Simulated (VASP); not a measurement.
# NaCl (Fm-3m) in VASP: single point with r2SCAN

Aim: the single point of NaCl with r2SCAN.

Program: VASP 6.6.1. These are calculated values, not measurements. Logs are shortened: lines on timing, memory, paths and dates and some standing lists are left out, and cuts for length are marked.

## Step 1: The cell of the first run

It takes space group Fm-3m (No. 225, cubic). The conventional cell has a = 5.546 Å, b = 5.546 Å, c = 5.546 Å, α = 90.00°, β = 90.00°, γ = 90.00°. Within 3.7 Å of Na (site symmetry m-3m) lie 6 Cl at 2.77 Å. Cl (site symmetry m-3m) has 6 Na at 2.77 Å within 3.7 Å.

## Step 2: Single point, r2SCAN

POSCAR

```
NaCl
1.0
    0.0000000000      2.7728859400      2.7728859400
    2.7728859400      0.0000000000      2.7728859400
    2.7728859400      2.7728859400      0.0000000000
Na Cl
1 1
Direct
    0.0000000000      0.0000000000      0.0000000000
    0.5000000000      0.5000000000      0.5000000000
```

INCAR.step1

```
SYSTEM = NaCl
PREC = Accurate
ENCUT = 520
ISMEAR = -1
SIGMA = 0.0596
LREAL = .False.
LASPH = .True.
NELM = 80
NBANDS = 14
GGA = PE
ALGO = Normal
EDIFF = 1E-4
LWAVE = .True.
LCHARG = .False.
```

INCAR.step2

```
SYSTEM = NaCl
PREC = Accurate
ENCUT = 520
EDIFF = 1E-6
ISMEAR = -1
SIGMA = 0.0596
LREAL = .False.
LASPH = .True.
NELM = 80
ALGO = Normal
ISIF = 2
LWAVE = .False.
LCHARG = .False.
METAGGA = R2SCAN
LMIXTAU = .True.
NBANDS = 14
ISTART = 1
```

KPOINTS

```
regular mesh
0
Gamma
  8 8 8
  0 0 0
```

Potentials or basis: VASP PAW PBE potentials, release 64 (Na_pv, Cl).

Command:

```console
$ cat potpaw_PBE.64/Na_pv/POTCAR potpaw_PBE.64/Cl/POTCAR > POTCAR
$ cp INCAR.step1 INCAR
$ mpirun -np 1 vasp_std > vasp.out
$ cp INCAR.step2 INCAR
$ mpirun -np 1 vasp_std > vasp.out
```

OUTCAR:

```text
SYSTEM = NaCl
   PREC = Accurate
   ENCUT = 520
   EDIFF = 1E-6
   ISMEAR = -1
   LREAL = .False.
   LASPH = .True.
   NELM = 80
   ISIF = 2
   METAGGA = R2SCAN
   ISTART = 1

 ion  position               nearest neighbor table
   1  0.000  0.000  0.000-
   2  0.500  0.500  0.500-

  LATTYP: Found a face centered cubic cell.
 ALAT       =     5.5457718800

  Lattice vectors:

 A1 = (   0.0000000000,   2.7728859400,   2.7728859400)
 A2 = (   2.7728859400,   0.0000000000,   2.7728859400)
 A3 = (   2.7728859400,   2.7728859400,   0.0000000000)

Analysis of symmetry for initial positions (statically):
=====================================================================
 Subroutine PRICEL returns:
 Original cell was already a primitive cell.

 Routine SETGRP: Setting up the symmetry group for a
 face centered cubic supercell.

 Subroutine GETGRP returns: Found 48 space group operations
 (whereof 48 operations were pure point group operations)
 out of a pool of 48 trial point group operations.

The static configuration has the point symmetry O_h .

Analysis of symmetry for dynamics (positions and initial velocities):
=====================================================================
 Subroutine PRICEL returns:
 Original cell was already a primitive cell.

 Routine SETGRP: Setting up the symmetry group for a
 face centered cubic supercell.

 Subroutine GETGRP returns: Found 48 space group operations
 (whereof 48 operations were pure point group operations)
 out of a pool of 48 trial point group operations.

The dynamic configuration has the point symmetry O_h .

 Subroutine INISYM returns: Found 48 space group operations
 (whereof 48 operations are pure point group operations),
 and found     1 'primitive' translations

----------------------------------------------------------------------------------------

                                     Primitive cell

  volume of cell :      42.6409

  direct lattice vectors                    reciprocal lattice vectors
     0.000000000  2.772885940  2.772885940    -0.180317550  0.180317550  0.180317550
     2.772885940  0.000000000  2.772885940     0.180317550 -0.180317550  0.180317550
     2.772885940  2.772885940  0.000000000     0.180317550  0.180317550 -0.180317550

  length of vectors
     3.921452903  3.921452903  3.921452903     0.312319159  0.312319159  0.312319159

  position of ions in fractional coordinates (direct lattice)
     0.000000000  0.000000000  0.000000000
     0.500000000  0.500000000  0.500000000

  ion indices of the primitive-cell ions
   primitive index   ion index
                 1           1
                 2           2

----------------------------------------------------------------------------------------

 KPOINTS: regular mesh

Automatic generation of k-mesh.
 Grid dimensions read from file:
 generate k-points for:    8    8    8

 Generating k-lattice:

  Cartesian coordinates                     Fractional coordinates (reciprocal lattice)
    -0.022539694  0.022539694  0.022539694     0.125000000  0.000000000  0.000000000
     0.022539694 -0.022539694  0.022539694     0.000000000  0.125000000  0.000000000
     0.022539694  0.022539694 -0.022539694     0.000000000  0.000000000  0.125000000

  Length of vectors
     0.039039895  0.039039895  0.039039895

  Shift w.r.t. Gamma in fractional coordinates (k-lattice)
     0.000000000  0.000000000  0.000000000

 Subroutine IBZKPT returns following result:
 ===========================================

 Found     29 irreducible k-points:

 Following reciprocal coordinates:
            Coordinates               Weight
  0.000000  0.000000  0.000000      1.000000
  0.125000  0.000000  0.000000      8.000000
  0.250000  0.000000  0.000000      8.000000
  0.375000  0.000000  0.000000      8.000000
  0.500000  0.000000  0.000000      4.000000
  0.125000  0.125000  0.000000      6.000000
[... 16 lines left out ...]
  0.500000  0.250000  0.125000     48.000000
 -0.375000  0.250000  0.125000     24.000000
 [... further k-points ...]
   k-points           NKPTS =     29   k-points in BZ     NKDIM =     29   number of bands    NBANDS=     14
   number of dos      NEDOS =    301   number of ions     NIONS =      2
   total plane-waves  NPLWV =  27000
   dimension x,y,z NGX =    30 NGY =   30 NGZ =   30
   dimension x,y,z NGXF=    60 NGYF=   60 NGZF=   60
   ions per type =               1   1
   NGX,Y,Z   is equivalent  to a cutoff of  12.72, 12.72, 12.72 a.u.
   NGXF,Y,Z  is equivalent  to a cutoff of  25.44, 25.44, 25.44 a.u.
 SYSTEM =  NaCl
   PREC   = accura    normal or accurate (medium, high low for compatibility)
   ISTART =      1    job   : 0-new  1-cont  2-samecut
   ICHARG =      0    charge: 1-file 2-atom 10-const
   ISPIN  =      1    spin polarized calculation?
   LNONCOLLINEAR =      F non collinear calculations
   LSORBIT =      F    spin-orbit coupling
   LASPH  =      T    aspherical Exc in radial PAW
   ENCUT  =  520.0 eV  38.22 Ry    6.18 a.u.   7.29  7.29  7.29*2*pi/ulx,y,z
   NELM   =     80;   NELMIN=  2; NELMDL=  0     # of ELM steps
   EDIFF  = 0.1E-05   stopping-criterion for ELM
   LREAL  =      F    real-space projection
   EDIFFG = 0.1E-04   stopping-criterion for IOM
   NSW    =      0    number of steps for IOM
   IBRION =     -1    ionic relax: 0-MD 1-quasi-New 2-CG
   NFREE  =      0    steps in history (QN), initial steepest desc. (CG)
   ISIF   =      2    stress and relaxation
   ISYM   =      2    0-nonsym 1-usesym 2-fastsym
   POTIM  = 0.5000    time-step for ionic-motion
   TEBEG  =    0.0;   TEEND  =   0.0 temperature during run
   PSTRESS=    0.0 pullay stress
   NELECT =      14.0000    total number of electrons
   NUPDOWN=      -1.0000    fix difference up-down
   EMIN   =  10.00;   EMAX   =-10.00  energy-range for DOS
   EFERMI =   0.00;   METHOD = LEGACY
   ISMEAR =    -1;   SIGMA  =   0.06  broadening in eV -4-tet -1-fermi 0-gaus
   EFERMI_NEDOS =   21; number of points for ismear=-14 and -15
   IALGO  =     38    algorithm
   IMIX   =      4    mixing-type and parameters
     AMIX     =   0.40;   BMIX     =  1.00
     AMIX_MAG =   1.60;   BMIX_MAG =  1.00
  volume/ion in A,a.u.               =      21.32       143.88
  Fermi-wavevector in a.u.,A,eV,Ry     =   1.129385  2.134229 17.354386  1.275511
  Thomas-Fermi vector in A             =   2.266079
   LORBIT       =      0    0 simple, 1 ext, 2 COOP (PROOUT), +10 PAW based schemes
   METAGGA = R2SCAN    functional components
   LHFCALC =     F    Hartree Fock is set to
   AEXX    =    0.0000 exact exchange contribution
   IVDW    =     0    specifies the selected vdW correction
   LEPSILON=     F    determine dielectric tensor
   LRPA    =     F    only Hartree local field effects (RPA)
 non-spin polarized calculation
  energy-cutoff  :      520.00
  volume of cell :       42.64
 maximum number of plane-waves:      1174
 NGX is ok and might be reduce to    30
   NGX = 15   NGY = 15   NGZ = 15

 number of electron      14.0000011 magnetization

 Free energy of the ion-electron system (eV)
  ---------------------------------------------------
  ext. energy  EPLUGINS =         0.00000000
  ---------------------------------------------------
  free energy    TOTEN  =       -13.78714645 eV

  energy without entropy =      -13.78714645  energy(sigma->0) =      -13.78714645

 E-fermi :   0.3928     XC(G=0):  -8.8828

 val. band max:       -0.8631916499   @ k =   0.0000   0.0000   0.0000
 cond. band min:       5.2743333783   @ k =   0.0000   0.0000   0.0000
 fundamental gap:      6.1375250282
 Fermi energy:         0.3928045654

 k-point     1 :       0.0000    0.0000    0.0000
  band No.  band energies     occupation
      1     -22.2943      2.00000
      2     -22.2939      2.00000
      3     -22.2939      2.00000
      4     -14.2067      2.00000
      5      -0.8632      2.00000
      6      -0.8632      2.00000
      7      -0.8632      2.00000
      8       5.2743      0.00000
      9      10.9416      0.00000
     10      10.9416      0.00000
     11      10.9416      0.00000
     12      13.2564      0.00000
     13      13.2564      0.00000
     14      14.9620      0.00000

 k-point     2 :       0.1250    0.0000    0.0000
  band No.  band energies     occupation
      1     -22.2993      2.00000
      2     -22.2946      2.00000
      3     -22.2942      2.00000
      4     -14.1517      2.00000
      5      -1.2503      2.00000
      6      -0.9112      2.00000
      7      -0.9112      2.00000
      8       5.7837      0.00000
      9      10.4106      0.00000
     10      11.1641      0.00000
     11      11.1642      0.00000
     12      13.0543      0.00000
     13      13.0543      0.00000
     14      16.0183      0.00000

 k-point     3 :       0.2500    0.0000    0.0000
  band No.  band energies     occupation
      1     -22.3122      2.00000
      2     -22.2954      2.00000
      3     -22.2950      2.00000
      4     -14.0148      2.00000
      5      -2.0336      2.00000
      6      -1.0229      2.00000
      7      -1.0229      2.00000
      8       6.7350      0.00000
      9       9.9784      0.00000
     10      11.3620      0.00000
     11      11.3623      0.00000
     12      13.3039      0.00000
     13      13.3041      0.00000
     14      16.2696      0.00000
[... 324 lines left out ...]
 k-point    23 :       0.5000    0.2500    0.1250
  band No.  band energies     occupation
      1     -22.3201      2.00000
      2     -22.3030      2.00000
      3     -22.2978      2.00000
      4     -13.8195      2.00000
      5      -2.5241      2.00000
      6      -1.6232      2.00000
      7      -1.2714      2.00000
      8       8.2477      0.00000
      9       9.6422      0.00000
     10      10.0426      0.00000
     11      12.1019      0.00000
     12      13.9144      0.00000
     13      16.5071      0.00000
     14      16.8343      0.00000

 k-point    24 :      -0.3750    0.2500    0.1250
  band No.  band energies     occupation
      1     -22.3227      2.00000
      2     -22.3035      2.00000
      3     -22.2988      2.00000
      4     -13.7744      2.00000
      5      -2.6549      2.00000
      6      -1.7104      2.00000
      7      -1.3296      2.00000
      8       8.2878      0.00000
      9       9.7802      0.00000
     10      10.4066      0.00000
     11      11.9117      0.00000
     12      14.5971      0.00000
     13      16.0810      0.00000
     14      16.9601      0.00000

 [... further k-points ...]
[... 5 lines left out ...]
  --------------------------------------------------------------------------------------
  -------------------------------------------------------------------------------------
  Total        0.2202114      0.2202114      0.2202114      0.0000000      0.0000000      0.0000000
  in kB        8.2741670      8.2741670      8.2741670      0.0000000      0.0000000      0.0000000
  external PRESSURE =       8.2741670 kB  Pullay stress =       0.0000000 kB

 VOLUME and BASIS-vectors are now :
 -----------------------------------------------------------------------------
  energy-cutoff  :      520.00
  volume of cell :       42.64
      direct lattice vectors                 reciprocal lattice vectors
     0.000000000  2.772885940  2.772885940    -0.180317550  0.180317550  0.180317550
     2.772885940  0.000000000  2.772885940     0.180317550 -0.180317550  0.180317550
     2.772885940  2.772885940  0.000000000     0.180317550  0.180317550 -0.180317550

 POSITION                                       TOTAL-FORCE (eV/Angst)
 -----------------------------------------------------------------------------------
      0.00000      0.00000      0.00000         0.000000      0.000000      0.000000
      2.77289      2.77289      2.77289        -0.000000     -0.000000     -0.000000
 -----------------------------------------------------------------------------------
    total drift:                               -0.000000      0.000000      0.000000

  FREE ENERGIE OF THE ION-ELECTRON SYSTEM (eV)
  ---------------------------------------------------
  free  energy   TOTEN  =       -13.7871464466 eV

  energy  without entropy=      -13.7871464465  energy(sigma->0) =      -13.78714645
```

Wall time 57 s (1 thread of AMD EPYC 7R13 (Zen 3), shared host); peak memory 0.14 GiB.

What came out:

* Free energy: -13.7871 eV
* Pressure: 0.8 GPa
* Band gap on the k mesh: 6.14 eV

Levels at points of the mesh, in eV from the valence-band top:
| k point | band 4 | band 5 | band 6 | band 7 | band 8 | band 9 | band 10 | band 11 |
| --- | --- | --- | --- | --- | --- | --- | --- | --- |
| (0.00, 0.00, 0.00) | -13.34 | 0.00 | 0.00 | 0.00 | 6.14 | 11.80 | 11.80 | 11.80 |
| (0.50, 0.00, 0.00) | -12.95 | -2.08 | -0.31 | -0.31 | 8.04 | 11.89 | 11.89 | 12.04 |
| (0.50, 0.50, 0.00) | -12.90 | -1.82 | -0.66 | -0.66 | 8.57 | 8.59 | 12.60 | 16.23 |

Caveat: the PAW data sets were made with another functional, which shifts forces and pressure a little. r2SCAN opens gaps a little over a GGA but as a rule still falls short of measured ones.
